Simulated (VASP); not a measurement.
# Al4Co3Ni (P4/mmm) in VASP: single point with PBE

Aim: the single point of Al4Co3Ni with PBE.

All numbers are computed with VASP 6.6.1; they aren't measurements. Logs are shortened: lines on timing, memory, paths and dates and some standing lists are left out, and cuts for length are marked.

## (1) The cell of the first run

The structure is tetragonal, space group P4/mmm (No. 123). Conventional cell: a = 5.734 Å, b = 5.734 Å, c = 2.860 Å, α = 90.00°, β = 90.00°, γ = 90.00°. Al (site symmetry m2m) has 6 Co at 2.47 to 2.48 Å and 2 Ni at 2.50 Å and 6 Al at 2.84 to 2.89 Å within 3.3 Å. Within 3.3 Å of Co (site symmetry 4/mmm) lie 8 Al at 2.47 Å and 6 Co at 2.86 to 2.87 Å. Co (site symmetry mmm) has 8 Al at 2.48 Å and 4 Co at 2.86 to 2.87 Å and 2 Ni at 2.87 Å within 3.3 Å. Ni (site symmetry 4/mmm) has 8 Al at 2.50 Å and 2 Ni at 2.86 Å and 4 Co at 2.87 Å within 3.3 Å.

## (2) Single point, PBE, collinear spin

INCAR

```
PREC = Accurate
ENCUT = 520
EDIFF = 1E-7
ISMEAR = 0
SIGMA = 0.1
LREAL = F
LASPH = T
NELM = 150
ALGO = Normal
ISIF = 2
LWAVE = F
LCHARG = F
ISPIN = 2
MAGMOM = 0 0 0 0 0 0.31 0.31 0
LORBIT = 11
LMAXMIX = 4
GGA = PE
NBANDS = 38
```

KPOINTS

```
regular mesh
0
Gamma
  4 4 6
```

POSCAR

```
Al4Co3Ni
1.0
    5.7335081000      0.0000000000      0.0000000000
    0.0000000000      5.7335081000      0.0000000000
    0.0000000000      0.0000000000      2.8599830000
Al Co Ni
4 3 1
Direct
    0.2478070000      0.7521930000      0.0000000000
    0.2478070000      0.2478070000      0.0000000000
    0.7521930000      0.7521930000      0.0000000000
    0.7521930000      0.2478070000      0.0000000000
    0.0000000000      0.0000000000      0.5000000000
    0.5000000000      0.0000000000      0.5000000000
    0.0000000000      0.5000000000      0.5000000000
    0.5000000000      0.5000000000      0.5000000000
```

Potentials or basis: VASP PAW PBE potentials, release 64 (Al, Co, Ni).

The run is started by

```sh
$ cat potpaw_PBE.64/Al/POTCAR potpaw_PBE.64/Co/POTCAR potpaw_PBE.64/Ni/POTCAR > POTCAR
$ mpirun -np 1 vasp_std > vasp.out
```

OUTCAR:

```text
PREC = Accurate
   ENCUT = 520
   EDIFF = 1E-7
   ISMEAR = 0
   LREAL = F
   LASPH = T
   NELM = 150
   ISIF = 2
   ISPIN = 2
   LORBIT = 11
   GGA = PE

 ion  position               nearest neighbor table
   1  0.248  0.752  0.000-   5 2.47   5 2.47   7 2.48   6 2.48   6 2.48   7 2.48   8 2.50   8 2.50
                             2 2.84   3 2.84   3 2.89   2 2.89
   2  0.248  0.248  0.000-   5 2.47   5 2.47   7 2.48   6 2.48   6 2.48   7 2.48   8 2.50   8 2.50
                             1 2.84   4 2.84   4 2.89   1 2.89
   3  0.752  0.752  0.000-   5 2.47   5 2.47   7 2.48   6 2.48   6 2.48   7 2.48   8 2.50   8 2.50
                             1 2.84   4 2.84   4 2.89   1 2.89
   4  0.752  0.248  0.000-   5 2.47   5 2.47   7 2.48   6 2.48   6 2.48   7 2.48   8 2.50   8 2.50
                             2 2.84   3 2.84   3 2.89   2 2.89
   5  0.000  0.000  0.500-   1 2.47   2 2.47   3 2.47   4 2.47   1 2.47   2 2.47   3 2.47   4 2.47
                             6 2.87   7 2.87   7 2.87   6 2.87
   6  0.500  0.000  0.500-   1 2.48   2 2.48   3 2.48   4 2.48   1 2.48   2 2.48   3 2.48   4 2.48
                             5 2.87   8 2.87   8 2.87   5 2.87
   7  0.000  0.500  0.500-   1 2.48   2 2.48   3 2.48   4 2.48   1 2.48   2 2.48   3 2.48   4 2.48
                             5 2.87   8 2.87   5 2.87   8 2.87
   8  0.500  0.500  0.500-   1 2.50   2 2.50   3 2.50   4 2.50   1 2.50   2 2.50   3 2.50   4 2.50
                             6 2.87   7 2.87   6 2.87   7 2.87

  LATTYP: Found a simple tetragonal cell.
 ALAT       =     5.7335081000
 C/A-ratio  =     0.4988190389

  Lattice vectors:

 A1 = (   5.7335081000,   0.0000000000,   0.0000000000)
 A2 = (   0.0000000000,   5.7335081000,   0.0000000000)
 A3 = (   0.0000000000,   0.0000000000,   2.8599830000)

Analysis of symmetry for initial positions (statically):
=====================================================================
 Subroutine PRICEL returns:
 Original cell was already a primitive cell.

 Routine SETGRP: Setting up the symmetry group for a
 simple tetragonal supercell.

 Subroutine GETGRP returns: Found 16 space group operations
 (whereof 16 operations were pure point group operations)
 out of a pool of 16 trial point group operations.

The static configuration has the point symmetry D_4h.

Analysis of symmetry for dynamics (positions and initial velocities):
=====================================================================
 Subroutine PRICEL returns:
 Original cell was already a primitive cell.

 Routine SETGRP: Setting up the symmetry group for a
 simple tetragonal supercell.

 Subroutine GETGRP returns: Found 16 space group operations
[... 172 lines left out ...]
  ---------------------------------------------------
  free energy    TOTEN  =       -46.43503740 eV

  energy without entropy =      -46.41230140  energy(sigma->0) =      -46.42366940

 E-fermi :  10.3684     XC(G=0): -12.1754

 val. band max:       10.3576379047   @ k =   0.5000   0.0000   0.5000
 cond. band min:      10.3823377234   @ k =   0.2500   0.2500   0.5000
 fundamental gap:      0.0246998187
 Fermi energy:        10.3683684763

 spin component 1

 k-point     1 :       0.0000    0.0000    0.0000
  band No.  band energies     occupation
      1      -0.7025      1.00000
      2       3.5296      1.00000
      3       3.5296      1.00000
      4       3.6421      1.00000
      5       3.7826      1.00000
      6       5.0972      1.00000
[... 925 lines left out ...]
     35      16.2870      0.00000
     36      16.3236      0.00000
 Fermi energy:        10.3683684763

 spin component 2

 k-point     1 :       0.0000    0.0000    0.0000
  band No.  band energies     occupation
      1      -0.7028      1.00000
      2       3.5292      1.00000
      3       3.5292      1.00000
      4       3.6426      1.00000
      5       3.7824      1.00000
      6       5.0976      1.00000
[... 925 lines left out ...]
     35      16.2854      0.00000
     36      16.3251      0.00000
 [bands above 36 left out]

------------------------ aborting loop because EDIFF is reached ----------------------------------------

  FORCE on cell =-STRESS in cart. coord.  units (eV):
  Direction    XX          YY          ZZ          XY          YZ          ZX
  --------------------------------------------------------------------------------------
  -------------------------------------------------------------------------------------
  Total       -0.0683931     -0.0683931     -0.3128601      0.0000000      0.0000000      0.0000000
  in kB       -1.1655171     -1.1655171     -5.3315862      0.0000000      0.0000000      0.0000000
  external PRESSURE =      -2.5542068 kB  Pullay stress =       0.0000000 kB

 VOLUME and BASIS-vectors are now :
 -----------------------------------------------------------------------------
  energy-cutoff  :      520.00
  volume of cell :       94.02
      direct lattice vectors                 reciprocal lattice vectors
     5.733508100  0.000000000  0.000000000     0.174413288  0.000000000  0.000000000
     0.000000000  5.733508100  0.000000000     0.000000000  0.174413288  0.000000000
     0.000000000  0.000000000  2.859983000     0.000000000  0.000000000  0.349652428

 POSITION                                       TOTAL-FORCE (eV/Angst)
 -----------------------------------------------------------------------------------
      1.42080      4.31270      0.00000         0.027917     -0.027917     -0.000000
      1.42080      1.42080      0.00000         0.027917      0.027917      0.000000
      4.31270      4.31270      0.00000        -0.027917     -0.027917     -0.000000
      4.31270      1.42080      0.00000        -0.027917      0.027917      0.000000
      0.00000      0.00000      1.42999         0.000000      0.000000      0.000000
      2.86675      0.00000      1.42999         0.000000      0.000000      0.000000
      0.00000      2.86675      1.42999         0.000000      0.000000      0.000000
      2.86675      2.86675      1.42999         0.000000      0.000000      0.000000
 -----------------------------------------------------------------------------------
    total drift:                                0.000000      0.000000     -0.000000

  FREE ENERGIE OF THE ION-ELECTRON SYSTEM (eV)
  ---------------------------------------------------
  free  energy   TOTEN  =       -46.4350373962 eV

  energy  without entropy=      -46.4123013959  energy(sigma->0) =      -46.42366940

 total charge

# of ion       s       p       d       tot
------------------------------------------
    1        0.391   0.422   0.000   0.813
    2        0.391   0.422   0.000   0.813
    3        0.391   0.422   0.000   0.813
    4        0.391   0.422   0.000   0.813
    5        0.432   0.510   7.508   8.449
    6        0.430   0.491   7.505   8.427
    7        0.430   0.491   7.505   8.427
    8        0.476   0.515   8.468   9.459
--------------------------------------------------
tot          3.333   3.693  30.987  38.013

 magnetization (x)

# of ion       s       p       d       tot
------------------------------------------
    1       -0.000  -0.000   0.000  -0.000
    2       -0.000  -0.000   0.000  -0.000
    3       -0.000  -0.000   0.000  -0.000
    4       -0.000  -0.000   0.000  -0.000
    5       -0.000   0.000  -0.011  -0.012
    6        0.000  -0.000   0.011   0.011
    7        0.000  -0.000   0.011   0.011
    8        0.000  -0.000   0.001   0.000
--------------------------------------------------
tot          0.000  -0.000   0.011   0.011
```

OSZICAR:

```text
N       E                     dE             d eps       ncg     rms          rms(c)
DAV:   1     0.303259203323E+03    0.30326E+03   -0.19837E+04  3648   0.143E+03
DAV:   2    -0.308160313426E+02   -0.33408E+03   -0.31327E+03  3648   0.313E+02
DAV:   3    -0.522895151641E+02   -0.21473E+02   -0.19856E+02  4112   0.983E+01
[... 23 lines left out ...]
DAV:  27    -0.464350335162E+02   -0.12346E-05   -0.72360E-06  5598   0.407E-02    0.427E-03
DAV:  28    -0.464350350898E+02   -0.15737E-05   -0.52100E-05  5566   0.111E-01    0.257E-03
DAV:  29    -0.464350368210E+02   -0.17312E-05   -0.25851E-05  5666   0.597E-02    0.217E-03
DAV:  30    -0.464350373944E+02   -0.57332E-06   -0.20442E-06  5098   0.160E-02    0.197E-03
DAV:  31    -0.464350373962E+02   -0.18958E-08   -0.26547E-07  3316   0.644E-03
   1 F= -.46435037E+02 E0= -.46423669E+02  d E =-.227360E-01  mag=     0.0082
```

Wall time 5.5 min (1 thread of Intel Xeon Platinum 8259CL at 2.50GHz (Skylake/Cascade Lake), shared host); peak memory 0.35 GiB.

Results:

- Free energy: -46.4350 eV
- Pressure: -0.3 GPa
- Largest force: 0.039 eV/Å
- Net moment: 0.01 μB per cell
- Valence electrons inside the program's atomic spheres: Al 0.81; Co 8.45, 8.43; Ni 9.46

Forces on the atoms (eV/Å):
```
Al   0.028 -0.028  0.000
Al   0.028  0.028  0.000
Al  -0.028 -0.028  0.000
Al  -0.028  0.028  0.000
Co   0.000  0.000  0.000
Co   0.000  0.000  0.000
Co   0.000  0.000  0.000
Ni   0.000  0.000  0.000
```

Stress tensor (GPa, compression positive):
```
-0.12  0.00  0.00
 0.00 -0.12  0.00
 0.00  0.00 -0.53
```

Levels at points of the mesh, in eV from the Fermi level:
Spin up:
```tsv
k point	band 23	band 24	band 25	band 26	band 27	band 28
(0.00, 0.00, 0.00)	-0.79	-0.79	-0.55	-0.03	0.05	2.14
(0.50, 0.00, 0.00)	-0.99	-0.80	-0.29	0.07	1.21	1.40
(0.50, 0.50, 0.00)	-1.16	-1.11	1.19	1.57	1.57	1.58
(0.00, 0.00, 0.50)	-0.49	-0.25	-0.24	0.09	2.12	2.22
(0.50, 0.00, 0.50)	-0.08	-0.05	-0.01	0.10	0.10	0.11
(0.50, 0.50, 0.50)	-0.71	-0.70	-0.51	0.16	0.25	0.25
```
Spin down:
```
           k point  band 21  band 22  band 23  band 24  band 25  band 26  band 27  band 28  band 29  band 30
(0.00, 0.00, 0.00)    -0.99    -0.99    -0.79    -0.79    -0.54    -0.03     0.05     2.14     3.14     5.76
(0.50, 0.00, 0.00)    -1.20    -1.11    -0.99    -0.80    -0.28     0.08     1.21     1.40     5.06     5.29
(0.50, 0.50, 0.00)    -1.26    -1.22    -1.15    -1.10     1.19     1.57     1.57     1.57     2.99     3.01
(0.00, 0.00, 0.50)    -0.89    -0.87    -0.48    -0.25    -0.24     0.10     2.12     2.22     2.26     2.26
(0.50, 0.00, 0.50)    -0.83    -0.24    -0.06    -0.04    -0.01     0.10     0.10     0.11     2.10     2.35
(0.50, 0.50, 0.50)    -0.93    -0.93    -0.70    -0.69    -0.51     0.14     0.26     0.26     5.58     5.58
```

Caveat: the k points lie up to 0.37 Å⁻¹ apart.
